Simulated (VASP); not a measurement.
Wanted: the native input for a VASP 6.6.1 run.

```yaml
Task: single point
Functional: PBE
Potentials_or_basis: VASP PAW PBE potentials, release 64 (Si, C)
Cutoff: 520 eV
k_mesh: 4 × 4 × 4
Occupations: gaussian, width 0.1 eV
Spin: no spin polarisation
Dipole_correction: no
Further_INCAR_settings: ALGO = Normal; EDIFF = 1e-06; NBANDS = 16
```

The structure of SiC3 lies in POSCAR:

```
SiC3
1.0
    3.1853029501      0.0000000000      0.0000000000
    0.0000000000      3.1853029501      0.0000000000
    0.0000000000      0.0000000000      3.1853029501
Si C
1 3
Direct
    0.0000000000      0.0000000000      0.0000000000
    0.5000000000      0.0000000000      0.5000000000
    0.0000000000      0.5000000000      0.5000000000
    0.5000000000      0.5000000000      0.0000000000
```

One way to write it, as run:

INCAR

```
SYSTEM = SiC3
PREC     = Accurate       ! precision mode
ENCUT    = 520            ! plane-wave cutoff, eV
EDIFF    = 1E-6           ! SCF threshold, eV
ISMEAR   = 0              ! smearing method
SIGMA    = 0.1            ! smearing width, eV
LREAL    = .FALSE.        ! projectors in reciprocal space
LASPH    = .TRUE.         ! aspherical terms in the spheres
NELM     = 80             ! most SCF steps
ALGO     = Normal         ! electronic algorithm
ISIF     = 2              ! what is computed and relaxed
LWAVE    = .FALSE.        ! write WAVECAR
LCHARG   = .FALSE.        ! write CHGCAR
GGA      = PE             ! functional
NBANDS   = 16             ! bands
```

KPOINTS

```
regular mesh
0
G
  4 4 4
  0 0 0
```

Potentials or basis: VASP PAW PBE potentials, release 64 (Si, C).

The run is started by

```bash
$ cat potpaw_PBE.64/Si/POTCAR potpaw_PBE.64/C/POTCAR > POTCAR
$ mpirun -np 1 vasp_std > vasp.out
```

Results of the run:

```json
{"Pressure": "0.2 GPa", "Band gap on the k mesh": "zero (band 8 reaches 11.25 eV, above the bottom of band 9 at 7.90 eV)"}
```

Caveat: the k points lie up to 0.49 Å⁻¹ apart.

It took 2.2 s on 1 thread of Intel(R) Xeon(R) 6975P-C (Granite Rapids) (shared host), peak memory 0.13 GiB.
